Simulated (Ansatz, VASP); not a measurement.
## One calculation of TaAs, two programs

```
Ta As
1.0
    -1.73145    1.73145    5.86729
     1.73145   -1.73145    5.86729
     1.73145    1.73145   -5.86729
Ta As
2 2
Cartesian
  1.7314 0.0000 5.8693
  0.0000 0.0000 8.8030
  1.7314 0.0000 0.9672
  0.0000 0.0000 3.9009
```

Alike in both runs: functional PBE; k mesh 18 × 18 × 18; occupations gaussian, width 0.1 eV; no spin polarisation.

Ansatz relaxed the structure, and its values are those at the end. VASP's run is a single point on that final structure, the one shown.

```csv
,VASP,Ansatz
version,VASP 6.6.1,Ansatz 0.2.0
potentials or method,"VASP PAW PBE potentials, release 64 (Ta_pv, As), cutoff 520 eV","scalar-relativistic, plane waves, PAW"
valence electrons in the cell,32,56
```

```tsv
	VASP	Ansatz	Ansatz less VASP
gap on the k mesh at the Fermi level (eV)	none	none	-
pressure (GPa)	0.4	0.0	-0.43
```

A gap of «none» marks a metal or a gap that the smearing closes. VASP's potentials hold 32 valence electrons a cell and Ansatz's 56, so a difference there can come from the potentials and not from the codes.

Spin-orbit coupling is off throughout.
